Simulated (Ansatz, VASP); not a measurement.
# NbAs in VASP and in Ansatz

File INCAR:

```
ALGO     = Normal         # electronic algorithm
EDIFF    = 1E-6           # SCF threshold, eV
ENCUT    = 520            # plane-wave cutoff, eV
GGA      = PE             # functional
GGA_COMPAT= False        
ISIF     = 2              # what is computed and relaxed
ISMEAR   = -1             # smearing method
LASPH    = True           # aspherical terms in the spheres
LCHARG   = True           # write CHGCAR
LMAXMIX  = 4              # l up to which the mixer works
LNONCOLLINEAR= True           # non-collinear magnetism
LORBIT   = 11             # projections on sites
LORBMOM  = True         
LREAL    = False          # projectors in reciprocal space
LSORBIT  = True           # spin-orbit coupling
LVHAR    = True         
LWAVE    = False          # write WAVECAR
MAGMOM   = 0 0 0 0 0 0    # initial moments
NBANDS   = 30             # bands
NELM     = 150            # most SCF steps
PREC     = Accurate       # precision mode
SIGMA    = 0.05           # smearing width, eV
```

File KPOINTS:

```
k-points
0
Gamma
  11 11 11
```

The input POSCAR:

```
NbAs
1.0
    0.0000000000      2.6376010551      2.6376010551
    2.6376010551      0.0000000000      2.6376010551
    2.6376010551      2.6376010551      0.0000000000
Nb As
1 1
Direct
    0.0000000000      0.0000000000      0.0000000000
    0.5000000000      0.5000000000      0.5000000000
```

Input for Ansatz:

```yaml
crystal:
  lattice:
    - [0.0, 2.6376010551, 2.6376010551]
    - [2.6376010551, 0.0, 2.6376010551]
    - [2.6376010551, 2.6376010551, 0.0]
  atoms:
    - { symbol: Nb, position: [0.0, 0.0, 0.0] }
    - { symbol: As, position: [0.5, 0.5, 0.5] }
kpoints:
  mp_grid: { grid: [11, 11, 11] }
  band_path:
    path:
      - [0.0, 0.0, 0.0]
      - [0.5, 0.0, 0.5]
      - [0.625, 0.25, 0.625]
      - [0.375, 0.375, 0.75]
      - [0.0, 0.0, 0.0]
      - [0.5, 0.5, 0.5]
      - [0.5, 0.25, 0.75]
      - [0.5, 0.0, 0.5]
    npoints: 5
scf:
  occupations: { method: fermi_dirac, width: 0.05 }
hamiltonian:
  xc: pbe
  pseudopotentials: { kind: all_electron, lapw: { basis_error: 0.00025 } }
output:
  forces: true
  stress: true
  eigenvalues: true
magnetization:
  noncollinear: true
  spin_orbit: true
```

Alike in both runs: task single point; functional PBE; k mesh 11 × 11 × 11; occupations fermi-dirac, width 0.05 eV; non-collinear spin, spin-orbit coupling.

|  | VASP | Ansatz |
| --- | --- | --- |
| version | VASP 6.6.1 | Ansatz 0.2.0 |
| potentials or method | VASP PAW PBE potentials, release 64 (Nb_sv, As), cutoff 520 eV | all-electron LAPW |

Ansatz gave:

- pressure (GPa): 0.0

Question: What did VASP give for the same quantities?

Answer: Pressure (GPa): 0.1.

Ansatz ran all-electron here, and VASP with PAW potentials.
